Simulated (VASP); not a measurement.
# GaN (F-43m) in VASP: further runs

Runs on GaN. Level: PBE. Tasks: single point.

Everything below comes from runs of VASP 6.6.1. Logs are shortened: lines on timing, memory, paths and dates and some standing lists are left out, and cuts for length are marked.

## 1. The cell of the first run

It takes space group F-43m (No. 216, cubic). The conventional cell has a = 4.548 Å, b = 4.548 Å, c = 4.548 Å, α = 90.00°, β = 90.00°, γ = 90.00°. Within 2.6 Å of Ga (site symmetry -43m) lie 4 N at 1.97 Å. N (site symmetry -43m) has 4 Ga at 1.97 Å within 2.6 Å.

## 2. Single point, PBE

File INCAR:

```
PREC = Accurate ; ENCUT = 520
EDIFF = 1E-6 ; ISMEAR = -1
SIGMA = 0.1 ; LREAL = F
LASPH = T ; NELM = 80
ALGO = Normal ; ISIF = 2
LWAVE = F ; LCHARG = F
GGA = PE ; NBANDS = 16
```

File KPOINTS:

```
regular mesh
0
Gamma
  8 8 8
```

File POSCAR:

```
GaN
1.0
    0.0000000000      2.2742081877      2.2742081877
    2.2742081877      0.0000000000      2.2742081877
    2.2742081877      2.2742081877      0.0000000000
Ga N
1 1
Direct
    0.0000000000      0.0000000000      0.0000000000
    0.7500000000      0.7500000000      0.7500000000
```

Potentials or basis: VASP PAW PBE potentials, release 64 (Ga_d, N).

Command:

```bash
$ cat potpaw_PBE.64/Ga_d/POTCAR potpaw_PBE.64/N/POTCAR > POTCAR
$ mpirun -np 1 vasp_std > vasp.out
```

OUTCAR:

```text
PREC = Accurate
   ENCUT = 520
   EDIFF = 1E-6
   ISMEAR = -1
   LREAL = F
   LASPH = T
   NELM = 80
   ISIF = 2
   GGA = PE

 ion  position               nearest neighbor table
   1  0.000  0.000  0.000-   2 1.97   2 1.97   2 1.97   2 1.97
   2  0.750  0.750  0.750-   1 1.97   1 1.97   1 1.97   1 1.97

  LATTYP: Found a face centered cubic cell.
 ALAT       =     4.5484163754

  Lattice vectors:

 A1 = (   0.0000000000,   2.2742081877,   2.2742081877)
 A2 = (   2.2742081877,   0.0000000000,   2.2742081877)
 A3 = (   2.2742081877,   2.2742081877,   0.0000000000)

Analysis of symmetry for initial positions (statically):
=====================================================================
 Subroutine PRICEL returns:
 Original cell was already a primitive cell.

 Routine SETGRP: Setting up the symmetry group for a
 face centered cubic supercell.

 Subroutine GETGRP returns: Found 24 space group operations
 (whereof 24 operations were pure point group operations)
 out of a pool of 48 trial point group operations.

The static configuration has the point symmetry T_d .

Analysis of symmetry for dynamics (positions and initial velocities):
=====================================================================
 Subroutine PRICEL returns:
 Original cell was already a primitive cell.

 Routine SETGRP: Setting up the symmetry group for a
 face centered cubic supercell.

 Subroutine GETGRP returns: Found 24 space group operations
 (whereof 24 operations were pure point group operations)
 out of a pool of 48 trial point group operations.

The dynamic configuration has the point symmetry T_d .

 Subroutine INISYM returns: Found 24 space group operations
 (whereof 24 operations are pure point group operations),
 and found     1 'primitive' translations

----------------------------------------------------------------------------------------

                                     Primitive cell

  volume of cell :      23.5245

  direct lattice vectors                    reciprocal lattice vectors
     0.000000000  2.274208188  2.274208188    -0.219856741  0.219856741  0.219856741
     2.274208188  0.000000000  2.274208188     0.219856741 -0.219856741  0.219856741
     2.274208188  2.274208188  0.000000000     0.219856741  0.219856741 -0.219856741

  length of vectors
     3.216216063  3.216216063  3.216216063     0.380803045  0.380803045  0.380803045

  position of ions in fractional coordinates (direct lattice)
     0.000000000  0.000000000  0.000000000
     0.750000000  0.750000000  0.750000000

  ion indices of the primitive-cell ions
   primitive index   ion index
                 1           1
                 2           2

----------------------------------------------------------------------------------------

 KPOINTS: regular mesh

Automatic generation of k-mesh.
 Grid dimensions read from file:
 generate k-points for:    8    8    8

 Generating k-lattice:

  Cartesian coordinates                     Fractional coordinates (reciprocal lattice)
    -0.027482093  0.027482093  0.027482093     0.125000000  0.000000000  0.000000000
     0.027482093 -0.027482093  0.027482093     0.000000000  0.125000000  0.000000000
     0.027482093  0.027482093 -0.027482093     0.000000000  0.000000000  0.125000000

  Length of vectors
     0.047600381  0.047600381  0.047600381

  Shift w.r.t. Gamma in fractional coordinates (k-lattice)
     0.000000000  0.000000000  0.000000000

 Subroutine IBZKPT returns following result:
 ===========================================

 Found     29 irreducible k-points:

 Following reciprocal coordinates:
            Coordinates               Weight
  0.000000  0.000000  0.000000      1.000000
  0.125000  0.000000  0.000000      8.000000
  0.250000  0.000000  0.000000      8.000000
  0.375000  0.000000  0.000000      8.000000
  0.500000  0.000000  0.000000      4.000000
  0.125000  0.125000  0.000000      6.000000
[... 16 lines left out ...]
  0.500000  0.250000  0.125000     48.000000
 -0.375000  0.250000  0.125000     24.000000
 [... further k-points ...]
   k-points           NKPTS =     29   k-points in BZ     NKDIM =     29   number of bands    NBANDS=     16
   number of dos      NEDOS =    301   number of ions     NIONS =      2
   total plane-waves  NPLWV =  13824
   dimension x,y,z NGX =    24 NGY =   24 NGZ =   24
   dimension x,y,z NGXF=    48 NGYF=   48 NGZF=   48
   ions per type =               1   1
   NGX,Y,Z   is equivalent  to a cutoff of  12.41, 12.41, 12.41 a.u.
   NGXF,Y,Z  is equivalent  to a cutoff of  24.81, 24.81, 24.81 a.u.
 SYSTEM =  unknown system
   PREC   = accura    normal or accurate (medium, high low for compatibility)
   ISTART =      0    job   : 0-new  1-cont  2-samecut
   ICHARG =      2    charge: 1-file 2-atom 10-const
   ISPIN  =      1    spin polarized calculation?
   LNONCOLLINEAR =      F non collinear calculations
   LSORBIT =      F    spin-orbit coupling
   LASPH  =      T    aspherical Exc in radial PAW
   ENCUT  =  520.0 eV  38.22 Ry    6.18 a.u.   5.98  5.98  5.98*2*pi/ulx,y,z
   NELM   =     80;   NELMIN=  2; NELMDL= -5     # of ELM steps
   EDIFF  = 0.1E-05   stopping-criterion for ELM
   LREAL  =      F    real-space projection
   EDIFFG = 0.1E-04   stopping-criterion for IOM
   NSW    =      0    number of steps for IOM
   IBRION =     -1    ionic relax: 0-MD 1-quasi-New 2-CG
   NFREE  =      0    steps in history (QN), initial steepest desc. (CG)
   ISIF   =      2    stress and relaxation
   ISYM   =      2    0-nonsym 1-usesym 2-fastsym
   POTIM  = 0.5000    time-step for ionic-motion
   TEBEG  =    0.0;   TEEND  =   0.0 temperature during run
   PSTRESS=    0.0 pullay stress
   NELECT =      18.0000    total number of electrons
   NUPDOWN=      -1.0000    fix difference up-down
   EMIN   =  10.00;   EMAX   =-10.00  energy-range for DOS
   EFERMI =   0.00;   METHOD = LEGACY
   ISMEAR =    -1;   SIGMA  =   0.10  broadening in eV -4-tet -1-fermi 0-gaus
   EFERMI_NEDOS =   21; number of points for ismear=-14 and -15
   IALGO  =     38    algorithm
   IMIX   =      4    mixing-type and parameters
     AMIX     =   0.40;   BMIX     =  1.00
     AMIX_MAG =   1.60;   BMIX_MAG =  1.00
  volume/ion in A,a.u.               =      11.76        79.38
  Fermi-wavevector in a.u.,A,eV,Ry     =   1.497357  2.829595 30.505336  2.242079
  Thomas-Fermi vector in A             =   2.609256
   LORBIT       =      0    0 simple, 1 ext, 2 COOP (PROOUT), +10 PAW based schemes
   GGA     = PE    functional components
   LHFCALC =     F    Hartree Fock is set to
   AEXX    =    0.0000 exact exchange contribution
   IVDW    =     0    specifies the selected vdW correction
   LEPSILON=     F    determine dielectric tensor
   LRPA    =     F    only Hartree local field effects (RPA)
 non-spin polarized calculation
  energy-cutoff  :      520.00
  volume of cell :       23.52
 maximum number of plane-waves:       648
   NGX = 11   NGY = 11   NGZ = 11

 number of electron      17.9999986 magnetization

 Free energy of the ion-electron system (eV)
  ---------------------------------------------------
  ext. energy  EPLUGINS =         0.00000000
  ---------------------------------------------------
  free energy    TOTEN  =       -12.15308072 eV

  energy without entropy =      -12.15307151  energy(sigma->0) =      -12.15307611

 E-fermi :   5.8674     XC(G=0): -11.5208

 val. band max:        4.9879639217   @ k =   0.0000   0.0000   0.0000
 cond. band min:       6.5350259370   @ k =   0.0000   0.0000   0.0000
 fundamental gap:      1.5470620152
 Fermi energy:         5.8674123141

 k-point     1 :       0.0000    0.0000    0.0000
  band No.  band energies     occupation
      1     -10.7152      2.00000
      2      -8.4352      2.00000
      3      -8.4352      2.00000
      4      -8.4352      2.00000
      5      -8.1424      2.00000
      6      -8.1424      2.00000
[... 8 lines left out ...]
     15      23.6351      0.00000
     16      23.6351      0.00000

 k-point     2 :       0.1250    0.0000    0.0000
  band No.  band energies     occupation
      1     -10.5574      2.00000
      2      -8.4162      2.00000
      3      -8.4162      2.00000
      4      -8.3676      2.00000
      5      -8.1438      2.00000
      6      -8.1438      2.00000
[... 8 lines left out ...]
     15      22.0649      0.00000
     16      22.0649      0.00000

 k-point     3 :       0.2500    0.0000    0.0000
  band No.  band energies     occupation
      1     -10.2138      2.00000
      2      -8.3791      2.00000
      3      -8.3791      2.00000
      4      -8.1377      2.00000
      5      -8.1377      2.00000
      6      -8.0585      2.00000
[... 8 lines left out ...]
     15      21.6687      0.00000
     16      21.6688      0.00000

 k-point     4 :       0.3750    0.0000    0.0000
  band No.  band energies     occupation
      1      -9.9668      2.00000
      2      -8.3582      2.00000
      3      -8.3582      2.00000
      4      -8.1140      2.00000
      5      -8.1140      2.00000
      6      -7.3821      2.00000
[... 8 lines left out ...]
     15      23.0064      0.00000
     16      23.0064      0.00000

 k-point     5 :       0.5000    0.0000    0.0000
  band No.  band energies     occupation
      1      -9.8984      2.00000
      2      -8.3546      2.00000
      3      -8.3546      2.00000
      4      -8.0987      2.00000
      5      -8.0987      2.00000
      6      -6.8942      2.00000
[... 8 lines left out ...]
     15      24.3235      0.00000
     16      24.3235      0.00000

 k-point     6 :       0.1250    0.1250    0.0000
  band No.  band energies     occupation
      1     -10.5061      2.00000
      2      -8.3984      2.00000
      3      -8.3984      2.00000
      4      -8.3703      2.00000
      5      -8.1541      2.00000
      6      -8.1320      2.00000
[... 8 lines left out ...]
     15      24.2280      0.00000
     16      24.6972      0.00000
[... 267 lines left out ...]
 k-point    21 :       0.5000    0.5000    0.0000
  band No.  band energies     occupation
      1      -9.7509      2.00000
      2      -8.3526      2.00000
      3      -8.1564      2.00000
      4      -8.1564      2.00000
      5      -8.0713      2.00000
      6      -6.4659      2.00000
[... 8 lines left out ...]
     15      26.2753      0.00000
     16      29.3561      0.00000

 k-point    22 :       0.3750    0.2500    0.1250
  band No.  band energies     occupation
      1     -10.0075      2.00000
      2      -8.3384      2.00000
      3      -8.3209      2.00000
      4      -8.2128      2.00000
      5      -8.1154      2.00000
      6      -7.7044      2.00000
[... 8 lines left out ...]
     15      23.8504      0.00000
     16      25.9524      0.00000

 k-point    23 :       0.5000    0.2500    0.1250
  band No.  band energies     occupation
      1      -9.8552      2.00000
      2      -8.3337      2.00000
      3      -8.2922      2.00000
      4      -8.1836      2.00000
      5      -8.1098      2.00000
      6      -7.0222      2.00000
[... 8 lines left out ...]
     15      23.9137      0.00000
     16      25.7758      0.00000

 k-point    24 :      -0.3750    0.2500    0.1250
  band No.  band energies     occupation
      1      -9.8116      2.00000
      2      -8.3387      2.00000
      3      -8.2818      2.00000
      4      -8.1595      2.00000
      5      -8.1115      2.00000
      6      -6.5918      2.00000
[... 8 lines left out ...]
     15      23.5261      0.00000
     16      25.7211      0.00000

 [... further k-points ...]
[... 5 lines left out ...]
  --------------------------------------------------------------------------------------
  -------------------------------------------------------------------------------------
  Total        0.0153384      0.0153384      0.0153384      0.0000000      0.0000000     -0.0000000
  in kB        1.0446452      1.0446452      1.0446452      0.0000000      0.0000000     -0.0000000
  external PRESSURE =       1.0446452 kB  Pullay stress =       0.0000000 kB

 VOLUME and BASIS-vectors are now :
 -----------------------------------------------------------------------------
  energy-cutoff  :      520.00
  volume of cell :       23.52
      direct lattice vectors                 reciprocal lattice vectors
     0.000000000  2.274208188  2.274208188    -0.219856741  0.219856741  0.219856741
     2.274208188  0.000000000  2.274208188     0.219856741 -0.219856741  0.219856741
     2.274208188  2.274208188  0.000000000     0.219856741  0.219856741 -0.219856741

 POSITION                                       TOTAL-FORCE (eV/Angst)
 -----------------------------------------------------------------------------------
      0.00000      0.00000      0.00000        -0.000000     -0.000000     -0.000000
      3.41131      3.41131      3.41131         0.000000      0.000000      0.000000
 -----------------------------------------------------------------------------------
    total drift:                               -0.000002     -0.000002     -0.000001

  FREE ENERGIE OF THE ION-ELECTRON SYSTEM (eV)
  ---------------------------------------------------
  free  energy   TOTEN  =       -12.1530807158 eV

  energy  without entropy=      -12.1530715139  energy(sigma->0) =      -12.15307611
```

It took 8.9 s on 1 thread of AMD EPYC 7R13 (Zen 3), shared host; peak memory 0.11 GiB.

Results:

```yaml
Free_energy: -12.1531 eV
Pressure: 0.1 GPa
Band_gap_on_the_k_mesh: 1.55 eV, direct
```

Levels at points of the mesh, in eV from the valence-band top:
```
           k point  band 7  band 8  band 9  band 10  band 11  band 12
(0.00, 0.00, 0.00)    0.00    0.00    0.00     1.55    10.13    10.13
(0.50, 0.00, 0.00)   -6.86   -0.93   -0.93     4.45     8.59    10.22
(0.50, 0.50, 0.00)   -6.01   -2.61   -2.61     3.34     6.50    11.52
```

## 3. Single point, PBE

This run uses another cell than the first one, of 11.63 Å³/atom, 0.989 times its volume.

File INCAR:

```
ALGO = Normal
EDIFF = 1E-7
ENCUT = 520
GGA = PE
ISIF = 2
ISMEAR = -1
LASPH = True
LCHARG = True
LELF = True
LREAL = False
LVHAR = True
LWAVE = False
NBANDS = 16
NELM = 100
PREC = Accurate
SIGMA = 0.1
```

File KPOINTS:

```
k-points
0
Gamma
  8 8 8
```

File POSCAR:

```
GaN
1.0
    0.0000000000      2.2656373016      2.2656373016
    2.2656373016      0.0000000000      2.2656373016
    2.2656373016      2.2656373016      0.0000000000
Ga N
1 1
Direct
    0.0000000000      0.0000000000      0.0000000000
    0.7500000000      0.7500000000      0.7500000000
```

Potentials or basis: VASP PAW PBE potentials, release 64 (Ga_d, N).

Command:

```bash
$ cat potpaw_PBE.64/Ga_d/POTCAR potpaw_PBE.64/N/POTCAR > POTCAR
$ mpirun -np 1 vasp_std > vasp.out
```

Run time: 12 s. Hardware: 1 thread of AMD EPYC 7R13 (Zen 3), shared host; peak memory 0.11 GiB.

It converged, with:

- Free energy: -12.1512 eV
- Pressure: 2.1 GPa
- Band gap on the k mesh: 1.62 eV, direct

Levels at points of the mesh, in eV from the valence-band top:
```tsv
k point	band 6	band 7	band 8	band 9	band 10	band 11	band 12	band 13
(0.00, 0.00, 0.00)	-13.13	0.00	0.00	0.00	1.62	10.20	10.20	10.20
(0.50, 0.00, 0.00)	-11.88	-6.93	-0.95	-0.95	4.53	8.65	10.28	10.28
(0.50, 0.50, 0.00)	-11.45	-6.06	-2.65	-2.65	3.35	6.57	11.59	13.79
```

PBE gaps usually lie below the measured ones, often by a third to a half.
